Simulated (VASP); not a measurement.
# AlGa3N4 (P-4) in VASP: a series of runs, part 2 of 2

VASP 6.6.1. The steps go on from the part before.

### 5 Single point, PBEsol (atoms displaced along a vibrational mode, the cell strained)

Contents of INCAR:

```
SYSTEM = AlGa3N4
  PREC = Accurate
  ENCUT = 520
  EDIFF = 1E-6
  ISMEAR = 0
  SIGMA = 0.05
  LREAL = .False.
  LASPH = .True.
  NELM = 80
  ALGO = Normal
  ISIF = 2
  LWAVE = .False.
  LCHARG = .False.
  GGA = PS
  NBANDS = 41
```

Contents of KPOINTS:

```
Automatic mesh
0
Gamma
  6 6 6
  0 0 0
```

Contents of POSCAR:

```
AlGa3N4
1.0
    4.5716719665      0.0000000000      0.0000000000
    0.0000000000      4.4675774128      0.0000000000
    0.0000000000      0.0000000000      4.4675774128
Al Ga N
1 3 4
Direct
    0.0000000000      0.0000000000      0.0000000000
    0.4447127655      0.5000001009      0.0000000000
    0.5552872345      0.0000000000      0.4999992340
    0.0000000000      0.4999998991      0.5000007660
    0.7550466747      0.7379830624      0.2278905155
    0.7550461397      0.2620164648      0.7721095468
    0.2449537981      0.7721097520      0.7379832676
    0.2449533875      0.2278907208      0.2620166701
```

Potentials or basis: VASP PAW PBE potentials, release 64 (Al, Ga_d, N).

Command:

```sh
> cat potpaw_PBE.64/Al/POTCAR potpaw_PBE.64/Ga_d/POTCAR potpaw_PBE.64/N/POTCAR > POTCAR
> mpirun -np 1 vasp_std > vasp.out
```

OUTCAR:

```text
SYSTEM = AlGa3N4
   PREC = Accurate
   ENCUT = 520
   EDIFF = 1E-6
   ISMEAR = 0
   LREAL = .False.
   LASPH = .True.
   NELM = 80
   ISIF = 2
   GGA = PS

 ion  position               nearest neighbor table
   1  0.000  0.000  0.000-   8 1.91   6 1.91   5 1.91   7 1.91   3 3.02   2 3.02   2 3.02   3 3.02

   2  0.445  0.500  0.000-   8 1.92   7 1.92   6 2.04   5 2.04   1 3.02   1 3.02
   3  0.555  0.000  0.500-   5 1.92   6 1.92   8 2.04   7 2.04   1 3.02   1 3.02
   4  0.000  0.500  0.500-   6 1.97   7 1.97   8 1.97   5 1.97
   5  0.755  0.738  0.228-   1 1.91   3 1.92   4 1.97   2 2.04
   6  0.755  0.262  0.772-   1 1.91   3 1.92   4 1.97   2 2.04
   7  0.245  0.772  0.738-   1 1.91   2 1.92   4 1.97   3 2.04
   8  0.245  0.228  0.262-   1 1.91   2 1.92   4 1.97   3 2.04

  LATTYP: Found a simple tetragonal cell.
 ALAT       =     4.4675774128
 C/A-ratio  =     1.0233000000

  Lattice vectors:

 A1 = (   0.0000000000,   4.4675774128,   0.0000000000)
 A2 = (   0.0000000000,   0.0000000000,   4.4675774128)
 A3 = (   4.5716719665,   0.0000000000,   0.0000000000)

Analysis of symmetry for initial positions (statically):
=====================================================================
 Subroutine PRICEL returns:
 Original cell was already a primitive cell.

 Routine SETGRP: Setting up the symmetry group for a
 simple tetragonal supercell.

 Subroutine GETGRP returns: Found  4 space group operations
 (whereof  4 operations were pure point group operations)
 out of a pool of 16 trial point group operations.

The static configuration has the point symmetry S_4 .

Analysis of symmetry for dynamics (positions and initial velocities):
=====================================================================
 Subroutine PRICEL returns:
 Original cell was already a primitive cell.

 Routine SETGRP: Setting up the symmetry group for a
 simple tetragonal supercell.

 Subroutine GETGRP returns: Found  4 space group operations
 (whereof  4 operations were pure point group operations)
 out of a pool of 16 trial point group operations.

[... 134 lines left out ...]
  Fermi-wavevector in a.u.,A,eV,Ry     =   1.439237  2.719764 28.183151  2.071403
  Thomas-Fermi vector in A             =   2.558115
   LORBIT       =      0    0 simple, 1 ext, 2 COOP (PROOUT), +10 PAW based schemes
   GGA     = PS    functional components
   LHFCALC =     F    Hartree Fock is set to
   AEXX    =    0.0000 exact exchange contribution
   IVDW    =     0    specifies the selected vdW correction
   LEPSILON=     F    determine dielectric tensor
   LRPA    =     F    only Hartree local field effects (RPA)
 non-spin polarized calculation
 Gauss-broadening in eV      SIGMA  =   0.05
  energy-cutoff  :      520.00
  volume of cell :       91.25
 maximum number of plane-waves:      2501
 NGX is ok and might be reduce to    36
   NGX = 17   NGY = 17   NGZ = 17

 number of electron      62.0000006 magnetization

 Free energy of the ion-electron system (eV)
  ---------------------------------------------------
  ext. energy  EPLUGINS =         0.00000000
  ---------------------------------------------------
  free energy    TOTEN  =       -54.30749864 eV

  energy without entropy =      -54.30749864  energy(sigma->0) =      -54.30749864

 E-fermi :   5.3583     XC(G=0): -11.6424

 val. band max:        5.0993342346   @ k =   0.0000   0.0000   0.0000
 cond. band min:       7.0973553092   @ k =   0.0000   0.0000   0.0000
 fundamental gap:      1.9980210746
 Fermi energy:         5.3583367115

 k-point     1 :       0.0000    0.0000    0.0000
  band No.  band energies     occupation
      1     -10.4489      2.00000
      2      -9.3065      2.00000
      3      -9.2013      2.00000
      4      -9.2013      2.00000
      5      -8.1039      2.00000
      6      -8.0883      2.00000
[... 1045 lines left out ...]
     40      15.2340      0.00000
     41      15.5840      0.00000

 [... further k-points ...]
[... 5 lines left out ...]
  --------------------------------------------------------------------------------------
  -------------------------------------------------------------------------------------
  Total       -4.6110700     -1.6258899     -1.6258899      0.0000000      0.0000010      0.0000000
  in kB      -80.9642063    -28.5484459    -28.5484459      0.0000000      0.0000178      0.0000000
  external PRESSURE =     -46.0203660 kB  Pullay stress =       0.0000000 kB

 VOLUME and BASIS-vectors are now :
 -----------------------------------------------------------------------------
  energy-cutoff  :      520.00
  volume of cell :       91.25
      direct lattice vectors                 reciprocal lattice vectors
     4.571671967  0.000000000  0.000000000     0.218738354  0.000000000  0.000000000
     0.000000000  4.467577413  0.000000000     0.000000000  0.223834957  0.000000000
     0.000000000  0.000000000  4.467577413     0.000000000  0.000000000  0.223834957

 POSITION                                       TOTAL-FORCE (eV/Angst)
 -----------------------------------------------------------------------------------
      0.00000      0.00000      0.00000         0.000000      0.000000      0.000000
      2.03308      2.23379      0.00000         2.114967      0.000000      0.000000
      2.53859      0.00000      2.23379        -2.114967     -0.000000      0.000000
      0.00000      2.23379      2.23379         0.000000      0.000000      0.000000
      3.45183      3.29700      1.01812        -0.055106      0.258707      0.220294
      3.45182      1.17058      3.44946        -0.055106     -0.258707     -0.220294
      1.11985      3.44946      3.29700         0.055106     -0.220294      0.258707
      1.11985      1.01812      1.17058         0.055106      0.220294     -0.258707
 -----------------------------------------------------------------------------------
    total drift:                               -0.000000     -0.000127      0.000005

  FREE ENERGIE OF THE ION-ELECTRON SYSTEM (eV)
  ---------------------------------------------------
  free  energy   TOTEN  =       -54.3074986407 eV

  energy  without entropy=      -54.3074986407  energy(sigma->0) =      -54.30749864
```

OSZICAR:

```text
N       E                     dE             d eps       ncg     rms          rms(c)
DAV:   1     0.624681003689E+03    0.62468E+03   -0.27654E+04  4061   0.253E+03
DAV:   2     0.524025821898E+02   -0.57228E+03   -0.53275E+03  3856   0.638E+02
DAV:   3    -0.541170212812E+02   -0.10652E+03   -0.10296E+03  4053   0.193E+02
DAV:   4    -0.616939335763E+02   -0.75769E+01   -0.75033E+01  5025   0.547E+01
DAV:   5    -0.618788315317E+02   -0.18490E+00   -0.18466E+00  4556   0.846E+00    0.148E+01
DAV:   6    -0.542003302058E+02    0.76785E+01   -0.22762E+01  6506   0.570E+01    0.453E+00
DAV:   7    -0.544009733737E+02   -0.20064E+00   -0.35756E+00  4258   0.108E+01    0.381E+00
DAV:   8    -0.543484560333E+02    0.52517E-01   -0.55925E-01  5710   0.865E+00    0.117E+00
DAV:   9    -0.543063232698E+02    0.42133E-01   -0.17258E-01  5660   0.596E+00    0.462E-01
DAV:  10    -0.543074189685E+02   -0.10957E-02   -0.18350E-02  4424   0.997E-01    0.227E-01
DAV:  11    -0.543074897095E+02   -0.70741E-04   -0.13762E-03  5440   0.872E-01    0.590E-02
DAV:  12    -0.543074875894E+02    0.21201E-05   -0.35782E-04  5960   0.425E-01    0.149E-02
DAV:  13    -0.543074968305E+02   -0.92411E-05   -0.10580E-04  5416   0.108E-01    0.101E-02
DAV:  14    -0.543074989568E+02   -0.21263E-05   -0.16971E-05  4312   0.282E-02    0.657E-03
DAV:  15    -0.543074986407E+02    0.31608E-06   -0.27167E-07  2928   0.107E-02
   1 F= -.54307499E+02 E0= -.54307499E+02  d E =-.595074E-15
```

It took 78 s on 1 thread of Intel Xeon 6975P-C (Granite Rapids), shared host; peak memory 0.28 GiB.

Results:

```
Free energy            : -54.3075 eV
Pressure               : -4.6 GPa
Largest force          : 2.115 eV/Å
Band gap on the k mesh : 2.00 eV
```

Forces in eV/Å, atoms in the order of the input:
```
Al   0.000  0.000  0.000
Ga   2.115  0.000  0.000
Ga  -2.115  0.000  0.000
Ga   0.000  0.000  0.000
N   -0.055  0.259  0.220
N   -0.055 -0.259 -0.220
N    0.055 -0.220  0.259
N    0.055  0.220 -0.259
```

Caveat: the cell differs from its parent crystal (atoms displaced along a vibrational mode, the cell strained); the stress differs along the axes, from -8 to -3 GPa; the PAW data sets were made with another functional, which shifts forces and pressure a little.

### 6 The runs side by side

```csv
cell,gap on the mesh (eV),pressure (GPa),largest force (eV/Å)
"a = 4.363, b = 4.468, c = 4.468 Å, 8 atoms, atomic positions A",2.31,3.8,2.09
"a = 4.363, b = 4.468, c = 4.468 Å, 8 atoms, atomic positions B",2.36,4.2,1.44
"a = 4.468 Å, 8 atoms, atomic positions B",2.26,-0.4,1.46
"a = 4.572, b = 4.468, c = 4.468 Å, 8 atoms, atomic positions A",2.00,-4.6,2.11
```

Alike in all rows: task single point; level PBEsol; potentials or basis VASP PAW PBE potentials, release 64 (Al, Ga_d, N); no spin polarisation; k mesh 6 × 6 × 6; cutoff (eV) 520; smearing gaussian 0.05 eV.

Caveats: the PAW data sets were made with another functional, which shifts forces and pressure a little; the cell stands under pressure (at least some runs); the stress differs along the axes, from -8 to -3 GPa (at least some runs).

Total energies depend on the potentials used, so only differences within one code and one set of settings carry meaning.
